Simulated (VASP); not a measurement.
Si:

```xyz
2
Lattice="0.0000 2.7150 2.7150 2.7150 0.0000 2.7150 2.7150 2.7150 0.0000" Properties=species:S:1:pos:R:3 pbc="T T T"
Si    0.0000    0.0000    0.0000
Si    1.3575    1.3575    1.3575
```

| Property | Result |
| --- | --- |
| Program | VASP 6.6.1 |
| Task | relaxation of cell and atoms |
| Functional | PBE |
| Potentials or basis | VASP PAW PBE potentials, release 64 (Si) |
| Cutoff | 600 eV |
| k mesh | 14 × 14 × 14 |
| Occupations | gaussian, width 0.05 eV |
| Spin | no spin polarisation |

At the start: pressure 2.0 GPa; volume 20.01 Å³/atom.

Problem. Where does the relaxation end?

Solution. Over 3 steps the energy falls by 2.6 meV/atom and the volume is 20.44 Å³/atom (+2.1 %); space group Fd-3m (No. 227, to 0.1 Å) before and after.

Step by step:
```tsv
step	energy change (eV)	largest force (eV/Å)	pressure (GPa)	volume (Å³)
1	0.0000	0.0000	1.99	40.03
2	-0.0029	0.0000	-1.24	41.48
3	-0.0052	0.0000	0.01	40.89
```

Final structure:
```xyz
2
Lattice="0.0000 2.7343 2.7343 2.7343 0.0000 2.7343 2.7343 2.7343 0.0000" Properties=species:S:1:pos:R:3 pbc="T T T"
Si    0.0000    0.0000    0.0000
Si    1.3672    1.3672    1.3672
```
